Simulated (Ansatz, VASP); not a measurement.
**MnO2: VASP beside Ansatz**

Contents of INCAR:

```
ALGO = Normal
EDIFF = 1E-6
ENCUT = 520
GGA = CA
ISIF = 2
ISMEAR = 0
ISPIN = 2
LASPH = True
LCHARG = False
LDAU = True
LDAUJ = 0 0
LDAUL = 2 -1
LDAUPRINT = 1
LDAUTYPE = 2
LDAUU = 4 0
LMAXMIX = 4
LORBIT = 11
LREAL = False
LWAVE = False
MAGMOM = 3 3 0 0 0 0
NBANDS = 38
NELM = 150
PREC = Accurate
SIGMA = 0.05
```

File KPOINTS:

```
k-points
0
Gamma
  4 4 7
```

POSCAR

```
MnO2
1.0
    4.3959987700      0.0000000000      0.0000000000
    0.0000000000      4.3959987700      0.0000000000
    0.0000000000      0.0000000000      2.8709991900
Mn O
2 4
Direct
    0.0000000000      0.0000000000      0.0000000000
    0.5000000000      0.5000000000      0.5000000000
    0.3020000000      0.3020000000      0.0000000000
    0.1980000000      0.8020000000      0.5000000000
    0.6980000000      0.6980000000      0.0000000000
    0.8020000000      0.1980000000      0.5000000000
```

Input for Ansatz:

```yaml
crystal:
  lattice:
    - [4.39599877, 0.0, 0.0]
    - [0.0, 4.39599877, 0.0]
    - [0.0, 0.0, 2.87099919]
  atoms:
    - { symbol: Mn, position: [0.0, 0.0, 0.0], spin: 3.0 }
    - { symbol: Mn, position: [0.5, 0.5, 0.5], spin: 3.0 }
    - { symbol: O, position: [0.302, 0.302, 0.0] }
    - { symbol: O, position: [0.198, 0.802, 0.5] }
    - { symbol: O, position: [0.698, 0.698, 0.0] }
    - { symbol: O, position: [0.802, 0.198, 0.5] }
basis:
  ecutwfc: 420
  ecutrho_ratio: 4
kpoints:
  mp_grid: { grid: [4, 4, 7] }
hamiltonian:
  xc: lda
  hubbard:
    sites: [{ site: 0, l: d, u_eff: 4.0 }, { site: 1, l: d, u_eff: 4.0 }]
scf:
  occupations: { method: gaussian, width: 0.05 }
  lower_state_search: "off"
  max_iter: 150
output:
  forces: true
  stress: true
  eigenvalues: true
  populations: true
  hubbard: { sites: [{ site: 0, l: d }, { site: 1, l: d }] }
magnetization:
  spin_polarized: true
```

Alike in both runs: task single point; functional LDA; k mesh 4 × 4 × 7; occupations gaussian, width 0.05 eV; collinear spin; Hubbard terms Mn d U = 4.0 eV.

|  | VASP | Ansatz |
| --- | --- | --- |
| version | VASP 6.6.1 | Ansatz 0.2.0 |
| potentials or method | VASP PAW LDA potentials, release 64 (Mn_pv, O), cutoff 520 eV | scalar-relativistic, plane waves, PAW |
| valence electrons in the cell | 50 | 54 |

|  | VASP | Ansatz | Ansatz less VASP |
| --- | --- | --- | --- |
| pressure (GPa) | -5.5 | -6.4 | -0.92 |
| traceless stress, the component that is largest in VASP (GPa) | -0.63 | -0.25 | +0.382 |
| rms of the force components (eV/Å) | 0.247 | 0.258 | +0.0102 |
| net moment per atom (μB) | 1.00 | 1.00 | 0.000 |
| size of the moment on the site where the two differ most (μB) | 2.96 | 2.63 | -0.334 |

LDA's correlation is that of Perdew and Zunger in VASP and of Perdew and Wang (1992) in Ansatz. Site moments also hang on the region over which each program counts them. The programs project onto different local orbitals, so the same U acts differently, and such runs can settle in different states. Atom by atom the forces differ by 0.010 eV/Å (rms over components). VASP's potentials hold 50 valence electrons a cell and Ansatz's 54, so a difference there can come from the potentials and not from the codes. Ansatz's warnings: filled band counts differ across k points.
